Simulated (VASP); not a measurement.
# In8O11 (P1) in VASP: a series of runs

The runs below take In8O11 through single point, with PBE, HSE06.

Everything below comes from runs of VASP 6.6.1. Logs are shortened: lines on timing, memory, paths and dates and some standing lists are left out, and cuts for length are marked.

## Step 1: The cell of the first run

The typed cell holds 19 atoms: a = 11.564 Å, b = 5.782 Å, c = 5.782 Å, α = 56.65°, β = 56.65°, γ = 56.65°.

## Step 2: Single point, PBE

INCAR

```
PREC = Accurate
ENCUT = 520
EDIFF = 1E-6
ISMEAR = 0
SIGMA = 0.01
LREAL = Auto
LASPH = T
NELM = 100
ALGO = Normal
ISIF = 2
LWAVE = F
LCHARG = F
GGA = PE
NBANDS = 100
```

KPOINTS

```
regular mesh
0
Gamma
  1 1 1
```

POSCAR

```
In8O11
1.0
    5.4870000000      3.1679210000      9.6733330000
   -2.7435000000      1.5839600000      4.8366670000
    0.0000000000     -3.1679210000      4.8366670000
In O
8 11
Direct
    0.1835010000      0.3487410000      0.3546030000
    0.0695980000      0.1434730000      0.1370540000
    0.3227060000      0.6350350000      0.6429720000
    0.4288610000      0.8570000000      0.8649240000
    0.6760880000      0.3564070000      0.3572340000
    0.5741190000      0.1480510000      0.1425780000
    0.8239520000      0.6405570000      0.6438840000
    0.9301620000      0.8541660000      0.8550930000
    0.2700220000      0.9401820000      0.2466020000
    0.1242900000      0.5432940000      0.9514680000
    0.2284950000      0.0517390000      0.7505110000
    0.5267400000      0.7510720000      0.4572310000
    0.3747780000      0.4559860000      0.0387680000
    0.7787570000      0.9430530000      0.2510770000
    0.4779670000      0.2449780000      0.5573820000
    0.6217560000      0.5496620000      0.9491770000
    0.7280980000      0.0451720000      0.7403640000
    0.0217670000      0.7487110000      0.4575360000
    0.8791550000      0.4483060000      0.0442860000
```

Potentials or basis: VASP PAW PBE potentials, release 64 (In_d, O).

On the command line:

```console
> cat potpaw_PBE.64/In_d/POTCAR potpaw_PBE.64/O/POTCAR > POTCAR
> mpirun -np 1 vasp_gam > vasp.out
```

OUTCAR:

```text
PREC = Accurate
   ENCUT = 520
   EDIFF = 1E-6
   ISMEAR = 0
   LREAL = Auto
   LASPH = T
   NELM = 100
   ISIF = 2
   GGA = PE

 ion  position               nearest neighbor table
   1  0.184  0.349  0.355-  13 2.11  11 2.11  18 2.18  10 2.28   9 2.30   2 3.15   3 3.23   3 3.24
                             7 3.27   2 3.59   6 3.60   2 3.64   4 3.91   4 3.99   8 3.99   4 3.99
   2  0.070  0.143  0.137-  19 2.06  11 2.09  18 2.14   9 2.23  10 2.24   1 3.15   8 3.22   4 3.25
                             8 3.26   1 3.59   5 3.61   1 3.64   7 3.92   7 3.96   3 3.98   3 3.99
   3  0.323  0.635  0.643-  15 2.09  10 2.13   9 2.16  13 2.21  12 2.31  11 2.32   4 3.17   5 3.21
                             1 3.23   1 3.24   4 3.56   4 3.56   8 3.60   6 3.93   2 3.98   2 3.99
   4  0.429  0.857  0.865-   9 2.05  16 2.06  15 2.10  11 2.25  12 2.26  13 2.26   3 3.17   6 3.22
                             2 3.25   6 3.28   3 3.56   3 3.56   7 3.62   1 3.91   5 3.93   5 3.96
   5  0.676  0.356  0.357-  17 2.10  12 2.13  19 2.17  15 2.21  16 2.27  14 2.28   6 3.03   3 3.21
                             7 3.24   7 3.25   2 3.61   6 3.62   6 3.65   4 3.93   4 3.96   8 4.00
   6  0.574  0.148  0.143-  12 2.14  13 2.16  17 2.18  16 2.20  14 2.26  15 2.27   5 3.03   4 3.22
                             8 3.24   4 3.28   1 3.60   5 3.62   5 3.65   3 3.93   7 3.95   7 3.99
   7  0.824  0.641  0.644-  14 2.10  16 2.16  18 2.22  17 2.22  19 2.24   8 3.08   5 3.24   5 3.25
                             1 3.27   8 3.62   4 3.62   8 3.63   2 3.92   6 3.95   2 3.96   6 3.99
   8  0.930  0.854  0.855-  10 2.10  14 2.11  18 2.22  19 2.25  17 2.28   7 3.08   2 3.22   6 3.24
                             2 3.26   3 3.60   7 3.62   7 3.63   1 3.99   5 4.00   1 4.01   1 4.01
   9  0.270  0.940  0.247-   4 2.05   3 2.16   2 2.23   1 2.30
  10  0.124  0.543  0.951-   8 2.10   3 2.13   2 2.24   1 2.28
  11  0.228  0.052  0.751-   2 2.09   1 2.11   4 2.25   3 2.32
  12  0.527  0.751  0.457-   5 2.13   6 2.14   4 2.26   3 2.31
  13  0.375  0.456  0.039-   1 2.11   6 2.16   3 2.21   4 2.26
  14  0.779  0.943  0.251-   7 2.10   8 2.11   6 2.26   5 2.28
  15  0.478  0.245  0.557-   3 2.09   4 2.10   5 2.21   6 2.27
  16  0.622  0.550  0.949-   4 2.06   7 2.16   6 2.20   5 2.27
  17  0.728  0.045  0.740-   5 2.10   6 2.18   7 2.22   8 2.28
  18  0.022  0.749  0.458-   2 2.14   1 2.18   7 2.22   8 2.22
  19  0.879  0.448  0.044-   2 2.06   5 2.17   7 2.24   8 2.25

  LATTYP: Found a base centered monoclinic cell.
 ALAT       =    10.1788562901
 B/A-ratio  =     0.5390585647
 C/A-ratio  =     0.9336769098
 COS(beta)  =    -0.3112257530

  Lattice vectors:

 A1 = (  -2.7435000000,   1.5839600000,   4.8366670000)
 A2 = (   0.0000000000,  -3.1679210000,   4.8366670000)
 A3 = (   8.2305000000,   4.7518820000,  -0.0000010000)

Analysis of symmetry for initial positions (statically):
=====================================================================
 Subroutine PRICEL returns:
 Original cell was already a primitive cell.

 Routine SETGRP: Setting up the symmetry group for a
 base centered monoclinic supercell.

 Subroutine GETGRP returns: Found  1 space group operations
 (whereof  1 operations were pure point group operations)
 out of a pool of  4 trial point group operations.

The static configuration has the point symmetry C_1 .

Analysis of symmetry for dynamics (positions and initial velocities):
=====================================================================
 Subroutine PRICEL returns:
 Original cell was already a primitive cell.

 Routine SETGRP: Setting up the symmetry group for a
 base centered monoclinic supercell.

 Subroutine GETGRP returns: Found  1 space group operations
 (whereof  1 operations were pure point group operations)
 out of a pool of  4 trial point group operations.

The dynamic configuration has the point symmetry C_1 .

 Subroutine INISYM returns: Found  1 space group operations
 (whereof  1 operations are pure point group operations),
 and found     1 'primitive' translations

----------------------------------------------------------------------------------------

                                     Primitive cell

  volume of cell :     252.2184

  direct lattice vectors                    reciprocal lattice vectors
     5.487000000  3.167921000  9.673333000     0.091124474  0.052610744  0.034458994
    -2.743500000  1.583960000  4.836667000    -0.182248955  0.105221488  0.068917989
     0.000000000 -3.167921000  4.836667000     0.000000025 -0.210442966  0.068917978

  length of vectors
    11.563574871  5.781787717  5.781787884     0.110720290  0.221440585  0.221440578

  position of ions in fractional coordinates (direct lattice)
     0.183501000  0.348741000  0.354603000
     0.069598000  0.143473000  0.137054000
     0.322706000  0.635035000  0.642972000
     0.428861000  0.857000000  0.864924000
     0.676088000  0.356407000  0.357234000
     0.574119000  0.148051000  0.142578000
[... 11 lines left out ...]
     0.021767000  0.748711000  0.457536000
     0.879155000  0.448306000  0.044286000

  ion indices of the primitive-cell ions
   primitive index   ion index
                 1           1
                 2           2
                 3           3
                 4           4
                 5           5
                 6           6
[... 11 lines left out ...]
                18          18
                19          19

----------------------------------------------------------------------------------------

 KPOINTS: regular mesh

Automatic generation of k-mesh.
 Grid dimensions read from file:
 generate k-points for:    1    1    1

 Generating k-lattice:

  Cartesian coordinates                     Fractional coordinates (reciprocal lattice)
     0.091124474  0.052610744  0.034458994     1.000000000  0.000000000 -0.000000000
    -0.182248955  0.105221488  0.068917989     0.000000000  1.000000000 -0.000000000
     0.000000025 -0.210442966  0.068917978    -0.000000000  0.000000000  1.000000000

  Length of vectors
     0.110720290  0.221440585  0.221440578

  Shift w.r.t. Gamma in fractional coordinates (k-lattice)
     0.000000000  0.000000000  0.000000000

 Subroutine IBZKPT returns following result:
 ===========================================

 Found      1 irreducible k-points:

 Following reciprocal coordinates:
            Coordinates               Weight
  0.000000  0.000000  0.000000      1.000000
   k-points           NKPTS =      1   k-points in BZ     NKDIM =      1   number of bands    NBANDS=    100
   number of dos      NEDOS =    301   number of ions     NIONS =     19
   total plane-waves  NPLWV = 207360
   dimension x,y,z NGX =    90 NGY =   48 NGZ =   48
   dimension x,y,z NGXF=   180 NGYF=   96 NGZF=   96
   ions per type =               8  11
   NGX,Y,Z   is equivalent  to a cutoff of  12.94, 13.80, 13.80 a.u.
   NGXF,Y,Z  is equivalent  to a cutoff of  25.88, 27.60, 27.60 a.u.
 SYSTEM =  unknown system
   PREC   = accura    normal or accurate (medium, high low for compatibility)
   ISTART =      0    job   : 0-new  1-cont  2-samecut
   ICHARG =      2    charge: 1-file 2-atom 10-const
   ISPIN  =      1    spin polarized calculation?
   LNONCOLLINEAR =      F non collinear calculations
   LSORBIT =      F    spin-orbit coupling
   LASPH  =      T    aspherical Exc in radial PAW
   ENCUT  =  520.0 eV  38.22 Ry    6.18 a.u.  21.50 10.75 10.75*2*pi/ulx,y,z
   NELM   =    100;   NELMIN=  2; NELMDL= -5     # of ELM steps
   EDIFF  = 0.1E-05   stopping-criterion for ELM
   LREAL  =      T    real-space projection
   EDIFFG = 0.1E-04   stopping-criterion for IOM
   NSW    =      0    number of steps for IOM
   IBRION =     -1    ionic relax: 0-MD 1-quasi-New 2-CG
   NFREE  =      0    steps in history (QN), initial steepest desc. (CG)
   ISIF   =      2    stress and relaxation
   ISYM   =      2    0-nonsym 1-usesym 2-fastsym
   POTIM  = 0.5000    time-step for ionic-motion
   TEBEG  =    0.0;   TEEND  =   0.0 temperature during run
   PSTRESS=    0.0 pullay stress
   NELECT =     170.0000    total number of electrons
   NUPDOWN=      -1.0000    fix difference up-down
   EMIN   =  10.00;   EMAX   =-10.00  energy-range for DOS
   EFERMI =   0.00;   METHOD = LEGACY
   ISMEAR =     0;   SIGMA  =   0.01  broadening in eV -4-tet -1-fermi 0-gaus
   EFERMI_NEDOS =   21; number of points for ismear=-14 and -15
   IALGO  =     38    algorithm
   IMIX   =      4    mixing-type and parameters
     AMIX     =   0.40;   BMIX     =  1.00
     AMIX_MAG =   1.60;   BMIX_MAG =  1.00
  volume/ion in A,a.u.               =      13.27        89.58
  Fermi-wavevector in a.u.,A,eV,Ry     =   1.435376  2.712467 28.032127  2.060303
  Thomas-Fermi vector in A             =   2.554681
   LORBIT       =      0    0 simple, 1 ext, 2 COOP (PROOUT), +10 PAW based schemes
   GGA     = PE    functional components
   LHFCALC =     F    Hartree Fock is set to
   AEXX    =    0.0000 exact exchange contribution
   IVDW    =     0    specifies the selected vdW correction
   LEPSILON=     F    determine dielectric tensor
   LRPA    =     F    only Hartree local field effects (RPA)
 non-spin polarized calculation
 Gauss-broadening in eV      SIGMA  =   0.01
  energy-cutoff  :      520.00
  volume of cell :      252.22
 maximum number of plane-waves:      3373
 NGX is ok and might be reduce to    90
   NGX = 43   NGY = 21   NGZ = 21

 number of electron     170.0000007 magnetization

 Free energy of the ion-electron system (eV)
  ---------------------------------------------------
  ext. energy  EPLUGINS =         0.00000000
  ---------------------------------------------------
  free energy    TOTEN  =      -101.97070951 eV

  energy without entropy =     -101.97070951  energy(sigma->0) =     -101.97070951

 E-fermi :   5.7054     XC(G=0): -11.0882

 val. band max:        5.6379223193   @ k =   0.0000   0.0000   0.0000
 cond. band min:       8.7289240636   @ k =   0.0000   0.0000   0.0000
 fundamental gap:      3.0910017442
 Fermi energy:         5.7053792365

 k-point     1 :       0.0000    0.0000    0.0000
  band No.  band energies     occupation
      1     -12.1720      2.00000
      2     -11.6604      2.00000
      3     -11.6454      2.00000
      4     -11.5162      2.00000
      5     -11.3689      2.00000
      6     -11.2738      2.00000
[... 89 lines left out ...]
     96      14.0019      0.00000
     97      14.2936      0.00000
 [bands above 97 left out]

------------------------ aborting loop because EDIFF is reached ----------------------------------------

  FORCE on cell =-STRESS in cart. coord.  units (eV):
  Direction    XX          YY          ZZ          XY          YZ          ZX
  --------------------------------------------------------------------------------------
  -------------------------------------------------------------------------------------
  Total       19.3486144     15.6669776     12.9685071      2.5249199     -1.8860396      1.5352387
  in kB      122.9090169     99.5220004     82.3803930     16.0391551    -11.9807688      9.7523613
  external PRESSURE =     101.6038034 kB  Pullay stress =       0.0000000 kB

 VOLUME and BASIS-vectors are now :
 -----------------------------------------------------------------------------
  energy-cutoff  :      520.00
  volume of cell :      252.22
      direct lattice vectors                 reciprocal lattice vectors
     5.487000000  3.167921000  9.673333000     0.091124474  0.052610744  0.034458994
    -2.743500000  1.583960000  4.836667000    -0.182248955  0.105221488  0.068917989
     0.000000000 -3.167921000  4.836667000     0.000000025 -0.210442966  0.068917978

 POSITION                                       TOTAL-FORCE (eV/Angst)
 -----------------------------------------------------------------------------------
      0.05010      0.01035      5.17691         0.203442      0.356635      0.422701
     -0.01173      0.01356      2.03006         0.905893      0.098193     -0.104719
      0.02847     -0.00871      9.30294        -0.232172      0.435277      0.238735
      0.00198     -0.02396     12.47689        -0.028471      0.825622     -0.493893
      2.73189      1.57464      9.99167        -0.316435      0.147138      0.724162
      2.74401      1.60159      6.95932         0.087472     -0.373124     -1.148800
[... 11 lines left out ...]
     -1.93465     -0.19455      6.04477         0.085616      0.161011     -0.075492
      3.59400      3.35490     10.88686        -0.509563      0.285804     -0.295535
 -----------------------------------------------------------------------------------
    total drift:                               -0.012076      0.003238     -0.005182

  FREE ENERGIE OF THE ION-ELECTRON SYSTEM (eV)
  ---------------------------------------------------
  free  energy   TOTEN  =      -101.9707095061 eV

  energy  without entropy=     -101.9707095061  energy(sigma->0) =     -101.97070951
```

Run time: 3.1 min. Hardware: 1 thread of Intel Xeon 8259CL, shared host; peak memory 0.44 GiB.

What came out:

- Free energy: -101.9707 eV
- Pressure: 10.2 GPa
- Largest force: 1.957 eV/Å

Forces on the atoms (eV/Å):
```
In   0.203  0.357  0.423
In   0.906  0.098 -0.105
In  -0.232  0.435  0.239
In  -0.028  0.826 -0.494
In  -0.316  0.147  0.724
In   0.087 -0.373 -1.149
In   0.012 -0.355 -0.745
In  -0.600  0.188  0.239
O   -0.342 -1.521  1.183
O   -0.127 -1.165  0.232
O   -0.628  0.468 -0.910
O   -0.089  0.688 -0.262
O   -0.048  0.041  0.050
O    0.411  0.312 -0.095
O    0.097 -0.050 -0.296
O    1.367 -0.354  0.664
O   -0.249 -0.188  0.672
O    0.086  0.161 -0.075
O   -0.510  0.286 -0.296
```

Caveat: the k points lie up to 1.32 Å⁻¹ apart, too coarse for converged energies, forces and pressures; spin-orbit coupling is left out, which moves the levels of the heavy elements; forces of over 1 eV/Å act on the atoms, so gaps and moduli don't describe the material at rest.

(Continued in part 2 of 2.)
